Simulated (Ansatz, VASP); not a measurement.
# Bi2Se3: VASP beside Ansatz

```
Bi Se
1.0
     2.09988    1.21237    9.28906
    -2.09988    1.21237    9.28906
     0.00000   -2.42473    9.28906
Bi Se
2 3
Cartesian
  0.0000 0.0000 11.1692
  0.0000 0.0000 16.6980
  0.0000 0.0000 0.0000
  0.0000 0.0000 5.8995
  0.0000 0.0000 21.9677
```

Alike in both runs: task single point; functional PBEsol; k mesh 12 × 12 × 12; occupations gaussian, width 0.03 eV; no spin polarisation.

|  | VASP | Ansatz |
| --- | --- | --- |
| version | VASP 6.6.1 | Ansatz 0.2.0 |
| potentials or method | VASP PAW PBE potentials, release 64 (Bi_d, Se), cutoff 520 eV | scalar-relativistic, plane waves, PAW |
| valence electrons in the cell | 48 | 78 |

|  | VASP | Ansatz | Ansatz less VASP |
| --- | --- | --- | --- |
| gap on the k mesh at the Fermi level (eV) | 0.01 | 0.01 | +0.003 |
| least direct gap on the mesh (eV) | 0.01 | 0.01 | +0.003 |
| pressure (GPa) | -0.3 | -0.4 | -0.05 |
| traceless stress, the component that is largest in VASP (GPa) | 1.06 | 1.06 | +0.005 |
| rms of the force components (eV/Å) | 0.070 | 0.064 | -0.0068 |

VASP's potentials were made for PBE, not for PBEsol. Atom by atom the forces differ by 0.007 eV/Å (rms over components). VASP's potentials hold 48 valence electrons a cell and Ansatz's 78, so a difference there can come from the potentials and not from the codes.

Neither program's run includes spin-orbit coupling.
